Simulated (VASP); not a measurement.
The system is Mo2C.

```
C Mo
1.0
     4.77000    0.00000    0.00000
     0.00000    4.77000    0.00000
     0.00000    0.00000    3.10050
C Mo
2 4
Direct
  0.00000 0.00000 0.00000
  0.50000 0.50000 0.50000
  0.30500 0.30500 0.00000
  0.19500 0.80500 0.50000
  0.69500 0.69500 0.00000
  0.80500 0.19500 0.50000
```

```yaml
Program: VASP 6.6.1
Task: relaxation of cell and atoms
Functional: LDA
Potentials_or_basis: VASP PAW LDA potentials, release 64 (C, Mo_sv)
Cutoff: 600 eV
k_mesh: 4 × 4 × 7
Occupations: fermi-dirac, width 0.05 eV
Spin: no spin polarisation
```

At the start: pressure 20.3 GPa; volume 11.76 Å³/atom.

Where does the relaxation end?

Over 13 steps the energy falls by 114.5 meV/atom and the volume is 12.34 Å³/atom (+5.0 %); space group P4_2/mnm (No. 136, to 0.1 Å) before and after.

Step by step:
```
step  energy change (eV)  largest force (eV/Å)  pressure (GPa)  volume (Å³)
   1              0.0000                1.8185           20.30        70.55
   2              1.0275                0.6687          -36.34        86.75
   3             -0.4763                0.4389           -6.59        75.89
   4             -0.4783                0.4940           -5.30        75.58
   5             -0.6849                0.0431            0.29        74.01
   6             -0.6863                0.0671           -0.17        74.13
   7             -0.6862                0.0739           -0.31        74.16
   8             -0.6865                0.0272            0.41        73.97
   9             -0.6866                0.0437            0.17        74.04
  10             -0.6868                0.0031           -0.18        74.11
  11             -0.6868                0.0022           -0.18        74.10
  12             -0.6868                0.0102            0.16        74.02
  13             -0.6868                0.0045            0.00        74.06
```

Final structure:
```xyz
6
Lattice="4.9779 0.0000 0.0000 0.0000 4.9779 0.0000 0.0000 0.0000 2.9886" Properties=species:S:1:pos:R:3 pbc="T T T"
C     0.0000    0.0000    0.0000
C     2.4889    2.4889    1.4943
Mo    1.4686    1.4686    0.0000
Mo    1.0203    3.9576    1.4943
Mo    3.5092    3.5092    0.0000
Mo    3.9576    1.0203    1.4943
```
